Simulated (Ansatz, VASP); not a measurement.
# Two plane-wave programs on WS2

```
CELL_PARAMETERS angstrom
3.18352 0.00000 0.00000
-1.59176 2.75701 0.00000
0.00000 0.00000 16.95058
ATOMIC_POSITIONS crystal
W 0.32922 0.66667 0.00000
S 0.67845 0.33333 0.90800
S 0.67845 0.33333 0.09200
```

Change from the starting cell: mode 6 (345.0 1/cm) frozen in, largest displacement +0.037 Å.

Alike in both runs: task single point; functional LDA; k mesh 12 × 12 × 2; occupations gaussian, width 0.05 eV; no spin polarisation.

|  | VASP | Ansatz |
| --- | --- | --- |
| version | VASP 6.6.1 | Ansatz 0.2.0 |
| potentials or method | VASP PAW LDA potentials, release 64 (W_sv, S), cutoff 520 eV | scalar-relativistic, plane waves, PAW |
| valence electrons in the cell | 26 | 26 |

|  | VASP | Ansatz | Ansatz less VASP |
| --- | --- | --- | --- |
| gap on the k mesh at the Fermi level (eV) | 1.78 | 1.77 | -0.011 |
| least direct gap on the mesh (eV) | 1.78 | 1.77 | -0.011 |
| rms of the force components (eV/Å) | 0.457 | 0.463 | +0.0064 |

LDA's correlation is that of Perdew and Zunger in VASP and of Perdew and Wang (1992) in Ansatz. Atom by atom the forces differ by 0.022 eV/Å (rms over components). Ansatz's warnings: xc potential rough in thin density.

Neither program's run includes spin-orbit coupling.
